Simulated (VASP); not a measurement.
# Bi (P6_3/mmc) in VASP: a series of runs, part 2 of 2

VASP 6.6.1. The steps go on from the part before.

**3. Relaxation of shape and atoms at fixed volume, PBEsol**

This run uses another cell than the first one, of 20.50 Å³/atom.

Contents of INCAR:

```
SYSTEM = Bi
PREC = Accurate
ENCUT = 600
EDIFF = 1E-6
ISMEAR = -1
SIGMA = 0.1
LREAL = .FALSE.
LASPH = .TRUE.
NELM = 60
ALGO = Normal
ISIF = 4
LWAVE = .FALSE.
LCHARG = .FALSE.
GGA = PS
IBRION = 2
NSW = 50
EDIFFG = -0.005
```

Contents of KPOINTS:

```
Automatic mesh
0
G
  12 12 7
  0 0 0
```

Contents of POSCAR:

```
Bi
1.0
    3.0250098813      0.0000000000      0.0000000000
   -1.5125049406      2.6197354039      0.0000000000
    0.0000000000      0.0000000000      5.1745918200
Bi
2
Direct
    0.3333333333      0.6666666667      0.2500000000
    0.6666666667      0.3333333333      0.7500000000
```

Potentials or basis: VASP PAW PBE potentials, release 64 (Bi_d).

On the command line:

```sh
> cat potpaw_PBE.64/Bi_d/POTCAR > POTCAR
> mpirun -np 1 vasp_std > vasp.out
```

OUTCAR:

```text
SYSTEM = Bi
   PREC = Accurate
   ENCUT = 600
   EDIFF = 1E-6
   ISMEAR = -1
   LREAL = .FALSE.
   LASPH = .TRUE.
   NELM = 60
   ISIF = 4
   GGA = PS
   IBRION = 2
   NSW = 50
   EDIFFG = -0.005

 ion  position               nearest neighbor table
   1  0.333  0.667  0.250-   2 3.12   2 3.12   2 3.12   2 3.12   2 3.12   2 3.12
   2  0.667  0.333  0.750-   1 3.12   1 3.12   1 3.12   1 3.12   1 3.12   1 3.12

  LATTYP: Found a hexagonal cell.
 ALAT       =     3.0250098813
 C/A-ratio  =     1.7106032784

  Lattice vectors:

 A1 = (   3.0250098813,   0.0000000000,   0.0000000000)
 A2 = (  -1.5125049406,   2.6197354039,   0.0000000000)
 A3 = (   0.0000000000,   0.0000000000,   5.1745918200)

Analysis of symmetry for initial positions (statically):
=====================================================================
 Subroutine PRICEL returns:
 Original cell was already a primitive cell.

 Routine SETGRP: Setting up the symmetry group for a
 hexagonal supercell.

 Subroutine GETGRP returns: Found 24 space group operations
[... 171 lines left out ...]
  FORCE on cell =-STRESS in cart. coord.  units (eV):
  Direction    XX          YY          ZZ          XY          YZ          ZX
  --------------------------------------------------------------------------------------
  -------------------------------------------------------------------------------------
  Total       15.4629132     15.4629132     13.1067427      0.0000000     -0.0000000     -0.0000000
  in kB      604.1455414    604.1455414    512.0885092      0.0000000     -0.0000000     -0.0000000
  external PRESSURE =     573.4598640 kB  Pullay stress =       0.0000000 kB
[... 167 lines left out ...]
--------------------------------------- Ionic step        6  -------------------------------------------

 number of electron      30.0000002 magnetization

 Free energy of the ion-electron system (eV)
  ---------------------------------------------------
  ext. energy  EPLUGINS =         0.00000000
  ---------------------------------------------------
  free energy    TOTEN  =        -6.09215162 eV

  energy without entropy =       -6.05677620  energy(sigma->0) =       -6.07446391

 E-fermi :  14.2766     XC(G=0): -12.5894

 val. band max:       14.2649545424   @ k =   0.5000   0.0000   0.2857
 cond. band min:      14.2766427372   @ k =   0.4167   0.0000   0.0000
 fundamental gap:      0.0116881948
 Fermi energy:        14.2766238301

 k-point     1 :       0.0000    0.0000    0.0000
  band No.  band energies     occupation
      1      -9.5670      2.00000
      2      -9.4485      2.00000
      3      -9.4025      2.00000
      4      -9.4025      2.00000
      5      -9.3544      2.00000
      6      -9.3544      2.00000
[... 505 lines left out ...]
      6      -9.2138      2.00000
[... 11 lines left out ...]
     18      19.8684      0.00000
     19      19.9487      0.00000

 [... further k-points ...]

------------------------ aborting loop because EDIFF is reached ----------------------------------------

  FORCE on cell =-STRESS in cart. coord.  units (eV):
  Direction    XX          YY          ZZ          XY          YZ          ZX
  --------------------------------------------------------------------------------------
  -------------------------------------------------------------------------------------
  Total       14.3782588     14.3782588     14.3789366      0.0000000     -0.0000000      0.0000000
  in kB      561.7674281    561.7674281    561.7939081      0.0000000     -0.0000000      0.0000000
  external PRESSURE =     561.7762548 kB  Pullay stress =       0.0000000 kB
[... 17 lines left out ...]
  FREE ENERGIE OF THE ION-ELECTRON SYSTEM (eV)
  ---------------------------------------------------
  free  energy   TOTEN  =        -6.0921516243 eV

  energy  without entropy=       -6.0567761967  energy(sigma->0) =       -6.07446391

 reached required accuracy - stopping structural energy minimisation
```

CONTCAR:

```text
Bi
   1.00000000000000
     3.1046229637044176    0.0000000000291551   -0.0000000000000000
    -1.5523114817756436    2.6886823557163111   -0.0000000000000000
    -0.0000000000000000   -0.0000000000000000    4.9126063126762229
  Bi
     2
Direct
     0.3333333332999970    0.6666666667000030    0.2500000000000000
     0.6666666667000030    0.3333333332999970    0.7500000000000000

  0.00000000E+00  0.00000000E+00  0.00000000E+00
  0.00000000E+00  0.00000000E+00  0.00000000E+00
```

Wall time 3.6 min (1 thread of Intel Xeon 8259CL, shared host); peak memory 0.2 GiB.

What came out:

```
Free energy               : -6.0922 eV
Energy gained by relaxing : 35.3 meV/atom
Ionic steps               : 6
Pressure after relaxing   : 56.2 GPa
Band gap on the k mesh    : zero (bands 15 and 16 overlap by 9.90 eV)
```

Step by step:
| step | energy change (eV) | largest force (eV/Å) | pressure (GPa) | volume (Å³) |
| --- | --- | --- | --- | --- |
| 1 | 0.0000 | 0.0000 | 57.35 | 41.01 |
| 2 | -0.0659 | 0.0000 | 56.20 | 41.01 |
| 3 | -0.0698 | 0.0000 | 56.18 | 41.01 |
| 4 | -0.0666 | 0.0000 | 56.22 | 41.01 |
| 5 | -0.0705 | 0.0000 | 56.18 | 41.01 |
| 6 | -0.0706 | 0.0000 | 56.18 | 41.01 |

Final structure:
```
CELL_PARAMETERS angstrom
3.10462 0.00000 0.00000
-1.55231 2.68868 0.00000
0.00000 0.00000 4.91261
ATOMIC_POSITIONS crystal
Bi 0.33333 0.66667 0.25000
Bi 0.66667 0.33333 0.75000
```

Levels at points of the mesh, in eV from the Fermi level:
```csv
k point,band 11,band 12,band 13,band 14,band 15,band 16,band 17,band 18,band 19
"(0.00, 0.00, 0.00)",-17.56,-11.40,-8.34,4.82,4.82,7.60,7.60,7.76,8.24
"(0.50, 0.00, 0.00)",-12.43,-10.82,-5.62,-4.12,-3.34,-0.24,-0.21,5.08,5.33
```

Caveat: the PAW data sets were made with another functional, which shifts forces and pressure a little; spin-orbit coupling is left out, which moves the levels of the heavy elements.

**4. Relaxation of shape and atoms at fixed volume, PBEsol**

This run uses another cell than the first one, of 23.52 Å³/atom.

Contents of INCAR:

```
SYSTEM = Bi
  PREC = Accurate
  ENCUT = 600
  EDIFF = 1E-6
  ISMEAR = -1
  SIGMA = 0.1
  LREAL = .False.
  LASPH = .True.
  NELM = 100
  ALGO = Normal
  ISIF = 4
  LWAVE = .False.
  LCHARG = .False.
  GGA = PS
  IBRION = 2
  NSW = 50
  EDIFFG = -0.005
```

Contents of KPOINTS:

```
Automatic mesh
0
Gamma
  12 12 7
  0 0 0
```

Contents of POSCAR:

```
Bi
1.0
    3.1665670932      0.0000000000      0.0000000000
   -1.5832835466      2.7423275455      0.0000000000
    0.0000000000      0.0000000000      5.4167400508
Bi
2
Direct
    0.3333333333      0.6666666667      0.2500000000
    0.6666666667      0.3333333333      0.7500000000
```

On the command line:

```sh
> cat potpaw_PBE.64/Bi_d/POTCAR > POTCAR
> mpirun -np 1 vasp_std > vasp.out
```

Wall time 7.5 min (1 thread of Intel Xeon 8259CL, shared host); peak memory 0.24 GiB.

The run converged. Its results:

```yaml
Free_energy: -7.5819 eV
Energy_gained_by_relaxing: 16.3 meV/atom
Ionic_steps: 6
Pressure_after_relaxing: 26.0 GPa
Band_gap_on_the_k_mesh: zero (bands 15 and 16 overlap by 8.55 eV)
```

Step by step:
```csv
step,energy change (eV),largest force (eV/Å),pressure (GPa),volume (Å³)
1,0.0000,0.0000,26.92,47.04
2,-0.0152,0.0000,26.49,47.04
3,-0.0306,0.0000,26.05,47.04
4,-0.0317,0.0000,26.07,47.04
5,-0.0325,0.0000,26.05,47.04
6,-0.0325,0.0000,26.05,47.04
```

Final structure:
```
Bi
1.0
     3.24954    0.00000    0.00000
    -1.62477    2.81418    0.00000
     0.00000    0.00000    5.14365
Bi
2
Direct
  0.33333 0.66667 0.25000
  0.66667 0.33333 0.75000
```

Levels at points of the mesh, in eV from the Fermi level:
```tsv
k point	band 13	band 14	band 15	band 16	band 17	band 18
(0.00, 0.00, 0.00)	-7.21	4.17	4.17	6.57	6.57	7.81
(0.50, 0.00, 0.00)	-5.34	-3.66	-2.87	-0.10	-0.05	4.66
```

Caveat: the PAW data sets were made with another functional, which shifts forces and pressure a little; spin-orbit coupling is left out, which moves the levels of the heavy elements.

**5. Summary**

```csv
cell,gap on the mesh (eV),pressure (GPa)
"relaxed from a = 2.869, b = 2.869, c = 4.907 Å, angles 90.0, 90.0, 120.0°, 2 atoms",none,115.4
"relaxed from a = 3.025, b = 3.025, c = 5.175 Å, angles 90.0, 90.0, 120.0°, 2 atoms",none,56.2
"relaxed from a = 3.167, b = 3.167, c = 5.417 Å, angles 90.0, 90.0, 120.0°, 2 atoms",none,26.0
```

Alike in all rows: task relaxation of shape and atoms at fixed volume; level PBEsol; potentials or basis VASP PAW PBE potentials, release 64 (Bi_d); no spin polarisation; k mesh 12 × 12 × 7; cutoff (eV) 600; smearing fermi-dirac 0.1 eV.

Caveats: the PAW data sets were made with another functional, which shifts forces and pressure a little; spin-orbit coupling is left out, which moves the levels of the heavy elements.

Total energies depend on the potentials used, so only differences within one code and one set of settings carry meaning.

The gap in the log of VASP goes by the Fermi energy; the results here count the filled bands.